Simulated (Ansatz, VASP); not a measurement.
**One calculation of C, two programs**

Contents of INCAR:

```
ALGO     = Normal         # electronic algorithm
EDIFF    = 1E-6           # SCF threshold, eV
ENCUT    = 520            # plane-wave cutoff, eV
GGA      = PS             # functional
ISIF     = 2              # what is computed and relaxed
ISMEAR   = 0              # smearing method
IVDW     = 12             # dispersion correction
LASPH    = T              # aspherical terms in the spheres
LCHARG   = F              # write CHGCAR
LREAL    = F              # projectors in reciprocal space
LWAVE    = F              # write WAVECAR
NBANDS   = 11             # bands
NELM     = 80             # most SCF steps
PREC     = Accurate       # precision mode
SIGMA    = 0.03           # smearing width, eV
```

File KPOINTS:

```
k-points
0
Gamma
  16 16 16
```

POSCAR

```
C
1.0
    0.0000000000      2.1651688962      3.3824594497
    1.2508882260      0.0000000000      3.3824594497
    1.2508882260      2.1651688962      0.0000000000
C
2
Direct
    0.2019510748      0.7980489252      0.2019510748
    0.7980489252      0.2019510748      0.7980489252
```

Input for Ansatz:

```yaml
crystal:
  lattice:
    - [0.0, 2.1651688962, 3.3824594497]
    - [1.250888226, 0.0, 3.3824594497]
    - [1.250888226, 2.1651688962, 0.0]
  atoms:
    - { symbol: C, position: [0.2019510748, 0.7980489252, 0.2019510748] }
    - { symbol: C, position: [0.7980489252, 0.2019510748, 0.7980489252] }
basis:
  ecutwfc: 520.0
kpoints:
  mp_grid: { grid: [16, 16, 16] }
hamiltonian:
  xc: pbesol
  pseudopotentials: { kind: paw, azcp: { folder: soft_1 } }
  dispersion: d3bj
scf:
  occupations: { method: gaussian, width: 0.03 }
output:
  forces: true
  stress: true
  eigenvalues: true
```

Alike in both runs: task single point; functional PBEsol; dispersion D3(BJ); k mesh 16 × 16 × 16; occupations gaussian, width 0.03 eV; no spin polarisation.

|  | VASP | Ansatz |
| --- | --- | --- |
| version | VASP 6.6.1 | Ansatz 0.2.0 |
| potentials or method | VASP PAW PBE potentials, release 64 (C), cutoff 520 eV | scalar-relativistic, plane waves, PAW |
| valence electrons in the cell | 8 | 8 |

```tsv
	VASP	Ansatz	Ansatz less VASP
gap on the k mesh at the Fermi level (eV)	none	none	-
pressure (GPa)	10.3	10.0	-0.37
traceless stress, the component that is largest in VASP (GPa)	22.32	21.68	-0.641
rms of the force components (eV/Å)	4.250	4.247	-0.0022
```

VASP's potentials were made for PBE, not for PBEsol, and Ansatz warns of the same on its side. Atom by atom the forces differ by 0.002 eV/Å (rms over components). A gap of «none» marks a metal or a gap that the smearing closes.
